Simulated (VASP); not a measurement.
Write the native input for VASP 6.6.1 that does the following.

* Task: single point
* Functional: PBEsol
* Potentials or basis: VASP PAW PBE potentials, release 64 (W_sv)
* Cutoff: 500 eV
* k mesh: 16 × 16 × 16
* Occupations: fermi-dirac, width 0.1 eV
* Spin: no spin polarisation
* Dipole correction: no
* Further INCAR settings: ALGO = Normal; EDIFF = 1e-06; NBANDS = 13

The structure of W lies in POSCAR:

```
W
1.0
    2.4140955211      0.0000000000      0.0000000000
    0.0000000000      2.4140955211      0.0000000000
    0.0000000000      0.0000000000      2.4140955211
W
1
Direct
    0.0000000000      0.0000000000      0.0000000000
```

The input as run:

INCAR

```
SYSTEM = W
PREC     = Accurate       ! precision mode
ENCUT    = 500            ! plane-wave cutoff, eV
EDIFF    = 1E-6           ! SCF threshold, eV
ISMEAR   = -1             ! smearing method
SIGMA    = 0.1            ! smearing width, eV
LREAL    = .FALSE.        ! projectors in reciprocal space
LASPH    = .TRUE.         ! aspherical terms in the spheres
NELM     = 120            ! most SCF steps
ALGO     = Normal         ! electronic algorithm
ISIF     = 2              ! what is computed and relaxed
LWAVE    = .FALSE.        ! write WAVECAR
LCHARG   = .FALSE.        ! write CHGCAR
GGA      = PS             ! functional
NBANDS   = 13             ! bands
GGA_COMPAT= .FALSE.
```

KPOINTS

```
Automatic mesh
0
G
  16 16 16
  0 0 0
```

Potentials or basis: VASP PAW PBE potentials, release 64 (W_sv).

Run with:

```console
$ cat potpaw_PBE.64/W_sv/POTCAR > POTCAR
$ mpirun -np 1 vasp_std > vasp.out
```

Results of the run:

| Quantity | Value |
| --- | --- |
| Pressure | 91.9 GPa |
| Band gap on the k mesh | zero (band 7 reaches 15.40 eV, above the bottom of band 8 at 11.41 eV) |

Caveat: the PAW data sets were made with another functional, which shifts forces and pressure a little; spin-orbit coupling is left out, which moves the levels of the heavy elements.

Run time: 9.3 s on 1 thread of AMD EPYC 9R45 96-Core Processor (Zen 5) (shared host), peak memory 0.11 GiB.
